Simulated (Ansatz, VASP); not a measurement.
## Eu in VASP and in Ansatz

Contents of INCAR:

```
SYSTEM = Eu
PREC = Accurate ; ENCUT = 520
EDIFF = 1E-6 ; ISMEAR = 0
SIGMA = 1.0 ; LREAL = .False.
LASPH = .True. ; NELM = 150
ALGO = Normal ; ISIF = 2
LWAVE = .False. ; LCHARG = .True.
ISPIN = 2 ; MAGMOM = 7.02
LORBIT = 11 ; LMAXMIX = 6
GGA = PE ; LELF = .True.
LVHAR = .True. ; NBANDS = 18
```

File KPOINTS:

```
Automatic mesh
0
Gamma
  10 10 10
  0 0 0
```

File POSCAR:

```
Eu
1.0
   -2.1939508085      2.1939508085      2.1939508085
    2.1939508085     -2.1939508085      2.1939508085
    2.1939508085      2.1939508085     -2.1939508085
Eu
1
Direct
    0.0000000000      0.0000000000      0.0000000000
```

Input for Ansatz:

```yaml
crystal:
  lattice:
    - [-2.1939508085, 2.1939508085, 2.1939508085]
    - [2.1939508085, -2.1939508085, 2.1939508085]
    - [2.1939508085, 2.1939508085, -2.1939508085]
  atoms:
    - { symbol: Eu, position: [0.0, 0.0, 0.0], spin: 7.02 }
hamiltonian:
  xc: pbe
  pseudopotentials:
    kind: paw
    azcp:
      Eu: "pseudopotentials/Eu.paw.azcp"
basis:
  ecutwfc: 420
  fft_grid_basis: typed
kpoints:
  mp_grid: { grid: [10, 10, 10], shift: [0, 0, 0] }
magnetization:
  spin_polarized: true
scf:
  occupations: { method: gaussian, width: 1.0 }
  lower_state_search: "off"
output:
  stress: true
```

Alike in both runs: task single point; functional PBE; k mesh 10 × 10 × 10; occupations gaussian, width 1 eV; collinear spin.

```csv
,VASP,Ansatz
version,VASP 6.6.1,Ansatz 0.2.0
potentials or method,"VASP PAW PBE potentials, release 64 (Eu), cutoff 520 eV","plane waves (420 eV) with PAW, scalar-relativistic"
valence electrons in the cell,17,17
```

|  | VASP | Ansatz | Ansatz less VASP |
| --- | --- | --- | --- |
| pressure (GPa) | 0.0 | 0.1 | +0.15 |
| net moment per atom (μB) | 7.30 | 7.31 | +0.012 |
| size of the moment on the site where the two differ most (μB) | 6.60 | 6.98 | +0.382 |

Site moments also hang on the region over which each program counts them.

Neither program's run includes spin-orbit coupling.
